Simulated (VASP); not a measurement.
# Mg3ZrN (P-6m2) in VASP: notebook

The runs below take Mg3ZrN through relaxation of cell and atoms, single point, with PBE.

Program: VASP 6.6.1. These are calculated values, not measurements. Logs are shortened: lines on timing, memory, paths and dates and some standing lists are left out, and cuts for length are marked.

### Step 1. The cell of the first run

Symmetry: P-6m2, No. 187, hexagonal system. Conventional cell: a = 4.087 Å, b = 4.087 Å, c = 4.905 Å, α = 90.00°, β = 90.00°, γ = 120.00°. Mg (site symmetry 3m) has 5 Mg at 2.44 to 2.66 Å and 3 N at 2.66 Å and 3 Zr at 2.66 Å within 3.2 Å. Within 3.1 Å of Mg (site symmetry -6m2) lie 3 N at 2.36 Å and 2 Zr at 2.45 Å and 6 Mg at 2.66 Å. Zr (site symmetry -6m2) has 8 Mg at 2.45 to 2.66 Å within 3.2 Å. Within 3.1 Å of N (site symmetry -6m2) lie 9 Mg at 2.36 to 2.66 Å.

The cell was built from a structure type or drawn by symmetry, and may not be a known phase.

### Step 2. Relaxation of cell and atoms, PBE

Contents of INCAR:

```
ALGO     = Normal         # electronic algorithm
EDIFF    = 1E-7           # SCF threshold, eV
EDIFFG   = -0.04          # ionic threshold
ENCUT    = 600            # plane-wave cutoff, eV
GGA      = PE             # functional
IBRION   = 2              # ionic algorithm
ISIF     = 3              # what is computed and relaxed
ISMEAR   = 0              # smearing method
LASPH    = True           # aspherical terms in the spheres
LCHARG   = False          # write CHGCAR
LREAL    = False          # projectors in reciprocal space
LWAVE    = False          # write WAVECAR
NELM     = 80             # most SCF steps
NSW      = 90             # ionic steps
PREC     = Accurate       # precision mode
SIGMA    = 0.1            # smearing width, eV
```

Contents of KPOINTS:

```
k-points
0
Gamma
  6 6 4
```

Contents of POSCAR:

```
Mg3ZrN
1.0
    4.0869931900      0.0000000000      0.0000000000
   -2.0434966000      3.5394399300      0.0000000000
    0.0000000000      0.0000000000      4.9052149000
Mg Zr N
3 1 1
Direct
    0.6666666700      0.3333333300      0.2489190000
    0.6666666700      0.3333333300      0.7510810000
    0.0000000000      0.0000000000      0.0000000000
    0.0000000000      0.0000000000      0.5000000000
    0.3333333300      0.6666666700      0.0000000000
```

Potentials or basis: VASP PAW PBE potentials, release 64 (Mg, Zr_sv, N).

Run with:

```
> cat potpaw_PBE.64/Mg/POTCAR potpaw_PBE.64/Zr_sv/POTCAR potpaw_PBE.64/N/POTCAR > POTCAR
> mpirun -np 1 vasp_std > vasp.out
```

OUTCAR:

```text
EDIFF = 1E-7
   EDIFFG = -0.04
   ENCUT = 600
   GGA = PE
   IBRION = 2
   ISIF = 3
   ISMEAR = 0
   LASPH = True
   LREAL = False
   NELM = 80
   NSW = 90
   PREC = Accurate

 ion  position               nearest neighbor table
   1  0.667  0.333  0.249-   2 2.44   2 2.46   5 2.66   5 2.66   3 2.66   3 2.66   3 2.66   5 2.66
                             4 2.66   4 2.66   4 2.66
   2  0.667  0.333  0.751-   1 2.44   1 2.46   5 2.66   5 2.66   3 2.66   3 2.66   3 2.66   5 2.66
                             4 2.66   4 2.66   4 2.66
   3  0.000  0.000  0.000-   5 2.36   5 2.36   5 2.36   4 2.45   4 2.45   1 2.66   2 2.66   2 2.66
                             1 2.66   2 2.66   1 2.66
   4  0.000  0.000  0.500-   3 2.45   3 2.45   1 2.66   2 2.66   1 2.66   2 2.66   1 2.66   2 2.66

   5  0.333  0.667  0.000-   3 2.36   3 2.36   3 2.36   1 2.66   2 2.66   1 2.66   2 2.66   1 2.66
                             2 2.66

  LATTYP: Found a hexagonal cell.
 ALAT       =     4.0869931900
 C/A-ratio  =     1.2002013882

  Lattice vectors:

 A1 = (   4.0869931900,   0.0000000000,   0.0000000000)
 A2 = (  -2.0434966000,   3.5394399300,   0.0000000000)
 A3 = (   0.0000000000,   0.0000000000,   4.9052149000)

Analysis of symmetry for initial positions (statically):
=====================================================================
 Subroutine PRICEL returns:
 Original cell was already a primitive cell.

 Routine SETGRP: Setting up the symmetry group for a
 hexagonal supercell.

 Subroutine GETGRP returns: Found 12 space group operations
 (whereof 12 operations were pure point group operations)
 out of a pool of 24 trial point group operations.

The static configuration has the point symmetry D_3h.

Analysis of symmetry for dynamics (positions and initial velocities):
=====================================================================
 Subroutine PRICEL returns:
 Original cell was already a primitive cell.

 Routine SETGRP: Setting up the symmetry group for a
 hexagonal supercell.

 Subroutine GETGRP returns: Found 12 space group operations
 (whereof 12 operations were pure point group operations)
 out of a pool of 24 trial point group operations.

The dynamic configuration has the point symmetry D_3h.

 Subroutine INISYM returns: Found 12 space group operations
 (whereof 12 operations are pure point group operations),
 and found     1 'primitive' translations

----------------------------------------------------------------------------------------

                                     Primitive cell

  volume of cell :      70.9572

  direct lattice vectors                    reciprocal lattice vectors
     4.086993190  0.000000000  0.000000000     0.244678656  0.141265288  0.000000000
    -2.043496600  3.539439930  0.000000000     0.000000000  0.282530575  0.000000000
     0.000000000  0.000000000  4.905214900     0.000000000  0.000000000  0.203864667

  length of vectors
     4.086993190  4.086993195  4.905214900     0.282530576  0.282530575  0.203864667

  position of ions in fractional coordinates (direct lattice)
     0.666666670  0.333333330  0.248919000
     0.666666670  0.333333330  0.751081000
     0.000000000  0.000000000  0.000000000
     0.000000000  0.000000000  0.500000000
     0.333333330  0.666666670  0.000000000

  ion indices of the primitive-cell ions
   primitive index   ion index
                 1           1
                 2           2
                 3           3
                 4           4
                 5           5

----------------------------------------------------------------------------------------

 KPOINTS: k-points

Automatic generation of k-mesh.
 Grid dimensions read from file:
 generate k-points for:    6    6    4

 Generating k-lattice:

  Cartesian coordinates                     Fractional coordinates (reciprocal lattice)
     0.040779776  0.023544215  0.000000000     0.166666667  0.000000000  0.000000000
     0.000000000  0.047088429  0.000000000     0.000000000  0.166666667  0.000000000
     0.000000000  0.000000000  0.050966167     0.000000000  0.000000000  0.250000000

  Length of vectors
     0.047088429  0.047088429  0.050966167

  Shift w.r.t. Gamma in fractional coordinates (k-lattice)
     0.000000000  0.000000000  0.000000000

 Subroutine IBZKPT returns following result:
 ===========================================

 Found     21 irreducible k-points:

 Following reciprocal coordinates:
            Coordinates               Weight
  0.000000  0.000000  0.000000      1.000000
  0.166667 -0.000000  0.000000      6.000000
  0.333333  0.000000  0.000000      6.000000
  0.500000  0.000000  0.000000      3.000000
  0.166667  0.166667  0.000000      6.000000
  0.333333  0.166667  0.000000     12.000000
[... 13 lines left out ...]
  0.333333  0.166667  0.500000     12.000000
  0.333333  0.333333  0.500000      2.000000
   k-points           NKPTS =     21   k-points in BZ     NKDIM =     21   number of bands    NBANDS=     15
   number of dos      NEDOS =    301   number of ions     NIONS =      5
   total plane-waves  NPLWV =  51840
   dimension x,y,z NGX =    36 NGY =   36 NGZ =   40
   dimension x,y,z NGXF=    72 NGYF=   72 NGZF=   80
   ions per type =               3   1   1
   NGX,Y,Z   is equivalent  to a cutoff of  14.64, 14.64, 13.56 a.u.
   NGXF,Y,Z  is equivalent  to a cutoff of  29.29, 29.29, 27.11 a.u.
 SYSTEM =  unknown system
   PREC   = accura    normal or accurate (medium, high low for compatibility)
   ISTART =      0    job   : 0-new  1-cont  2-samecut
   ICHARG =      2    charge: 1-file 2-atom 10-const
   ISPIN  =      1    spin polarized calculation?
   LNONCOLLINEAR =      F non collinear calculations
   LSORBIT =      F    spin-orbit coupling
   LASPH  =      T    aspherical Exc in radial PAW
   ENCUT  =  600.0 eV  44.10 Ry    6.64 a.u.   8.16  8.16  9.80*2*pi/ulx,y,z
   NELM   =     80;   NELMIN=  2; NELMDL= -5     # of ELM steps
   EDIFF  = 0.1E-06   stopping-criterion for ELM
   LREAL  =      F    real-space projection
   EDIFFG = -.4E-01   stopping-criterion for IOM
   NSW    =     90    number of steps for IOM
   IBRION =      2    ionic relax: 0-MD 1-quasi-New 2-CG
   NFREE  =      1    steps in history (QN), initial steepest desc. (CG)
   ISIF   =      3    stress and relaxation
   ISYM   =      2    0-nonsym 1-usesym 2-fastsym
   POTIM  = 0.5000    time-step for ionic-motion
   TEBEG  =    0.0;   TEEND  =   0.0 temperature during run
   PSTRESS=    0.0 pullay stress
   NELECT =      23.0000    total number of electrons
   NUPDOWN=      -1.0000    fix difference up-down
   EMIN   =  10.00;   EMAX   =-10.00  energy-range for DOS
   EFERMI =   0.00;   METHOD = LEGACY
   ISMEAR =     0;   SIGMA  =   0.10  broadening in eV -4-tet -1-fermi 0-gaus
   EFERMI_NEDOS =   21; number of points for ismear=-14 and -15
   IALGO  =     38    algorithm
   IMIX   =      4    mixing-type and parameters
     AMIX     =   0.40;   BMIX     =  1.00
     AMIX_MAG =   1.60;   BMIX_MAG =  1.00
  volume/ion in A,a.u.               =      14.19        95.77
  Fermi-wavevector in a.u.,A,eV,Ry     =   1.124567  2.125123 17.206616  1.264651
  Thomas-Fermi vector in A             =   2.261239
   LORBIT       =      0    0 simple, 1 ext, 2 COOP (PROOUT), +10 PAW based schemes
   GGA     = PE    functional components
   LHFCALC =     F    Hartree Fock is set to
   AEXX    =    0.0000 exact exchange contribution
   IVDW    =     0    specifies the selected vdW correction
   LEPSILON=     F    determine dielectric tensor
   LRPA    =     F    only Hartree local field effects (RPA)
 conjugate gradient relaxation of ions
 non-spin polarized calculation
 Gauss-broadening in eV      SIGMA  =   0.10
  energy-cutoff  :      600.00
  volume of cell :       70.96
 maximum number of plane-waves:      2392
 NGX is ok and might be reduce to    36
   NGX = 17   NGY = 17   NGZ = 19

--------------------------------------- Ionic step        1  -------------------------------------------

 number of electron      23.0000001 magnetization

 Free energy of the ion-electron system (eV)
  ---------------------------------------------------
  ext. energy  EPLUGINS =         0.00000000
  ---------------------------------------------------
  free energy    TOTEN  =       -12.90071096 eV

  energy without entropy =      -12.87660403  energy(sigma->0) =      -12.88865750

------------------------ aborting loop because EDIFF is reached ----------------------------------------

  FORCE on cell =-STRESS in cart. coord.  units (eV):
  Direction    XX          YY          ZZ          XY          YZ          ZX
  --------------------------------------------------------------------------------------
  -------------------------------------------------------------------------------------
  Total        7.8124599      7.8124599     32.5807425     -0.0000000     -0.0000000      0.0000000
  in kB      176.4013410    176.4013412    735.6564726     -0.0000002     -0.0000000      0.0000000
  external PRESSURE =     362.8197183 kB  Pullay stress =       0.0000000 kB
[... 1241 lines left out ...]
 k-point    21 :       0.3333    0.3333    0.5000
  band No.  band energies     occupation
      1     -42.7758      2.00000
      2     -20.9618      2.00000
      3     -20.9549      2.00000
      4     -20.9347      2.00000
      5      -8.0094      2.00000
      6       0.6873      2.00000
      7       1.1527      2.00000
      8       2.6328      2.00000
      9       4.5724      2.00000
     10       4.7494      2.00000
     11       4.8171      2.00000
     12       4.8210      2.00000
     13       5.5302      1.89869
     14       6.9681      0.00000
     15       8.2649      0.00000

[... ionic steps 4 to 15 ...]

--------------------------------------- Ionic step       16  -------------------------------------------

 number of electron      22.9999995 magnetization

------------------------ aborting loop because EDIFF is reached ----------------------------------------

  FORCE on cell =-STRESS in cart. coord.  units (eV):
  Direction    XX          YY          ZZ          XY          YZ          ZX
  --------------------------------------------------------------------------------------
  -------------------------------------------------------------------------------------
  Total        0.1612466      0.1612466     -0.8135289     -0.0000000     -0.0000000      0.0000000
  in kB        2.9532424      2.9532424    -14.8998334     -0.0000000     -0.0000000      0.0000000
  external PRESSURE =      -2.9977829 kB  Pullay stress =       0.0000000 kB
[... 63 lines left out ...]
  energy  without entropy=      -20.2270078398  energy(sigma->0) =      -20.23890836

--------------------------------------- Ionic step       18  -------------------------------------------

 number of electron      22.9999994 magnetization

 Free energy of the ion-electron system (eV)
  ---------------------------------------------------
  ext. energy  EPLUGINS =         0.00000000
  ---------------------------------------------------
  free energy    TOTEN  =       -20.25328606 eV

  energy without entropy =      -20.23042614  energy(sigma->0) =      -20.24185610

 E-fermi :   4.9530     XC(G=0):  -9.8114

 val. band max:        4.9020998714   @ k =   0.3333   0.1667   0.5000
 cond. band min:       4.9555945579   @ k =   0.1667   0.1667   0.2500
 fundamental gap:      0.0534946865
 Fermi energy:         4.9530389398

 k-point     1 :       0.0000    0.0000    0.0000
  band No.  band energies     occupation
      1     -43.8100      2.00000
      2     -21.9301      2.00000
      3     -21.5837      2.00000
      4     -21.5837      2.00000
      5      -9.4837      2.00000
      6      -0.6980      2.00000
      7      -0.4324      2.00000
      8       2.8650      2.00000
      9       2.8650      2.00000
     10       2.9096      2.00000
     11       3.8575      2.00000
     12       6.0764      0.00000
[... 393 lines left out ...]
  FREE ENERGIE OF THE ION-ELECTRON SYSTEM (eV)
  ---------------------------------------------------
  free  energy   TOTEN  =       -20.2532860608 eV

  energy  without entropy=      -20.2304261430  energy(sigma->0) =      -20.24185610

 reached required accuracy - stopping structural energy minimisation
```

Run time: 16 min. Hardware: 1 thread of Intel Xeon 8259CL, shared host; peak memory 0.26 GiB.

What came out:

| Property | Result |
| --- | --- |
| Free energy | -20.2533 eV |
| Relaxed volume | 17.47 Å³/atom |
| Relaxed cell | a = 3.417 Å, b = 3.417 Å, c = 8.637 Å, α = 90.00°, β = 90.00°, γ = 120.00° |
| Space group after relaxing (to 0.1 Å) | P-6m2 (No. 187) |
| Pressure after relaxing | -0.1 GPa |
| Band gap on the k mesh | zero (an odd number of electrons rules out a gap without spin polarisation) |

Forces on the atoms (eV/Å):
```
Mg   0.000  0.000 -0.003
Mg   0.000  0.000  0.003
Mg   0.000  0.000  0.000
Zr   0.000  0.000  0.000
N    0.000  0.000  0.000
```

Final structure:
```
Mg Zr N
1.0
     3.41701    0.00000    0.00000
    -1.70850    2.95921    0.00000
     0.00000    0.00000    8.63669
Mg Zr N
3 1 1
Cartesian
  1.7085 0.9864 2.0039
  1.7085 0.9864 6.6328
  0.0000 0.0000 0.0000
  0.0000 0.0000 4.3183
  0.0000 1.9728 0.0000
```

Caveat: the volume moved by over 15 % at a fixed basis, so the end points are rough.

(Part 1 of 2 ends here.)
